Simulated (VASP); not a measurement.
# V (P6_3/mmc) in VASP: notebook, part 2 of 2

VASP 6.6.1.

**3. Single point, LDA (volume scaled by 1.12)**

INCAR reads:

```
PREC = Accurate
ENCUT = 520
EDIFF = 1E-6
ISMEAR = -1
SIGMA = 0.1
LREAL = F
LASPH = T
NELM = 80
ALGO = Normal
ISIF = 2
LWAVE = F
LCHARG = F
NBANDS = 20
```

KPOINTS reads:

```
Automatic mesh
0
Gamma
  16 16 8
```

POSCAR reads:

```
V
1.0
    2.6361251123      0.0000000000      0.0000000000
   -1.3180625562      2.2829513148      0.0000000000
    0.0000000000      0.0000000000      4.8029007512
V
2
Direct
    0.3333333333      0.6666666667      0.2500000000
    0.6666666667      0.3333333333      0.7500000000
```

Potentials or basis: VASP PAW LDA potentials, release 64 (V_sv).

Run with:

```console
cat potpaw_LDA.64/V_sv/POTCAR > POTCAR
mpirun -np 1 vasp_std > vasp.out
```

Wall time 33 s (1 thread of Intel Xeon 6975P-C (Granite Rapids), shared host); peak memory 0.17 GiB.

The run converged. Its results:

```yaml
Free_energy: -19.2184 eV
Pressure: -17.7 GPa
Band_gap_on_the_k_mesh: zero (band 13 reaches 10.50 eV, above the bottom of band 14 at 8.40 eV)
```

Stress tensor (GPa, compression positive):
```
-17.78   0.00   0.00
  0.00 -17.78   0.00
  0.00   0.00 -17.43
```

Levels at points of the mesh, in eV from the Fermi level:
| k point | band 10 | band 11 | band 12 | band 13 | band 14 | band 15 | band 16 | band 17 |
| --- | --- | --- | --- | --- | --- | --- | --- | --- |
| (0.00, 0.00, 0.00) | -3.32 | -0.57 | -0.21 | 0.32 | 0.32 | 0.61 | 0.61 | 1.72 |
| (0.50, 0.00, 0.00) | -2.73 | -2.55 | -0.37 | -0.14 | 0.28 | 0.59 | 2.76 | 3.35 |
| (0.00, 0.00, 0.50) | -4.96 | -0.97 | -0.97 | 0.35 | 0.35 | 0.35 | 0.35 | 2.34 |
| (0.50, 0.00, 0.50) | -3.09 | -1.71 | -1.71 | 1.55 | 1.55 | 1.58 | 1.58 | 3.41 |

Caveat: the cell differs from its parent crystal (volume scaled by 1.12).

**4. Single point, LDA**

This run uses another cell than the first one, of 12.90 Å³/atom, 0.926 times its volume.

INCAR reads:

```
ALGO = Normal ; EDIFF = 1E-6
ENCUT = 520 ; ISIF = 2
ISMEAR = -1 ; LASPH = T
LCHARG = F ; LREAL = F
LWAVE = F ; NBANDS = 20
NELM = 80 ; PREC = Accurate
SIGMA = 0.1
```

KPOINTS reads:

```
k-points
0
Gamma
  23 23 11
```

POSCAR reads:

```
V
1.0
    2.5383997176      0.0000000000      0.0000000000
   -1.2691998588      2.1983186404      0.0000000000
    0.0000000000      0.0000000000      4.6248495010
V
2
Direct
    0.3333333333      0.6666666667      0.2500000000
    0.6666666667      0.3333333333      0.7500000000
```

Potentials or basis: VASP PAW LDA potentials, release 64 (V_sv).

Run with:

```console
cat potpaw_LDA.64/V_sv/POTCAR > POTCAR
mpirun -np 1 vasp_std > vasp.out
```

OUTCAR:

```text
EDIFF = 1E-6
   ENCUT = 520
   ISIF = 2
   ISMEAR = -1
   LASPH = T
   LREAL = F
   NELM = 80
   PREC = Accurate

 ion  position               nearest neighbor table
   1  0.333  0.667  0.250-   2 2.74   2 2.74   2 2.74   2 2.74   2 2.74   2 2.74
   2  0.667  0.333  0.750-   1 2.74   1 2.74   1 2.74   1 2.74   1 2.74   1 2.74

  LATTYP: Found a hexagonal cell.
 ALAT       =     2.5383997176
 C/A-ratio  =     1.8219547808

  Lattice vectors:

 A1 = (   2.5383997176,   0.0000000000,   0.0000000000)
[... 190 lines left out ...]
      3     -27.4130      2.00000
      4     -26.5919      2.00000
      5     -26.4160      2.00000
      6     -26.4160      2.00000
[... 541 lines left out ...]
     19      13.5484      0.00000
     20      15.1403      0.00000

 [... further k-points ...]
[... 5 lines left out ...]
  --------------------------------------------------------------------------------------
  -------------------------------------------------------------------------------------
  Total        0.0914027      0.0914027      0.0828652      0.0000000      0.0000000      0.0000000
  in kB        5.6744202      5.6744202      5.1443971      0.0000000      0.0000000      0.0000000
  external PRESSURE =       5.4977458 kB  Pullay stress =       0.0000000 kB

 VOLUME and BASIS-vectors are now :
 -----------------------------------------------------------------------------
  energy-cutoff  :      520.00
  volume of cell :       25.81
      direct lattice vectors                 reciprocal lattice vectors
     2.538399718  0.000000000  0.000000000     0.393948988  0.227446554  0.000000000
    -1.269199859  2.198318640  0.000000000     0.000000000  0.454893109  0.000000000
     0.000000000  0.000000000  4.624849501     0.000000000  0.000000000  0.216223252

 POSITION                                       TOTAL-FORCE (eV/Angst)
 -----------------------------------------------------------------------------------
     -0.00000      1.46555      1.15621         0.000000     -0.000000      0.000000
      1.26920      0.73277      3.46864        -0.000000      0.000000      0.000000
 -----------------------------------------------------------------------------------
    total drift:                               -0.000000      0.000000     -0.000000

  FREE ENERGIE OF THE ION-ELECTRON SYSTEM (eV)
  ---------------------------------------------------
  free  energy   TOTEN  =       -19.3987086609 eV

  energy  without entropy=      -19.2927995796  energy(sigma->0) =      -19.34575412
```

Run time: 73 s. Hardware: 1 thread of Intel Xeon 6975P-C (Granite Rapids), shared host; peak memory 0.23 GiB.

Results:

```yaml
Free_energy: -19.3987 eV
Pressure: 0.5 GPa
Band_gap_on_the_k_mesh: zero (band 13 reaches 11.95 eV, above the bottom of band 14 at 9.79 eV)
```

Levels at points of the mesh, in eV from the Fermi level:
```tsv
k point	band 10	band 11	band 12	band 13	band 14	band 15	band 16	band 17
(0.00, 0.00, 0.00)	-3.60	-0.71	-0.03	0.32	0.32	0.66	0.66	1.97
```

**5. Summary**

```tsv
cell	k mesh	gap on the mesh (eV)	pressure (GPa)
a = 2.604, b = 2.604, c = 4.745 Å, angles 90.0, 90.0, 120.0°, 2 atoms	16 × 16 × 8	none	-12.7
a = 2.636, b = 2.636, c = 4.803 Å, angles 90.0, 90.0, 120.0°, 2 atoms	16 × 16 × 8	none	-17.7
a = 2.538, b = 2.538, c = 4.625 Å, angles 90.0, 90.0, 120.0°, 2 atoms	23 × 23 × 11	none	0.5
```

Alike in all rows: task single point; level LDA; potentials or basis VASP PAW LDA potentials, release 64 (V_sv); no spin polarisation; cutoff (eV) 520; smearing fermi-dirac 0.1 eV.

Total energies depend on the potentials used, so only differences within one code and one set of settings carry meaning.
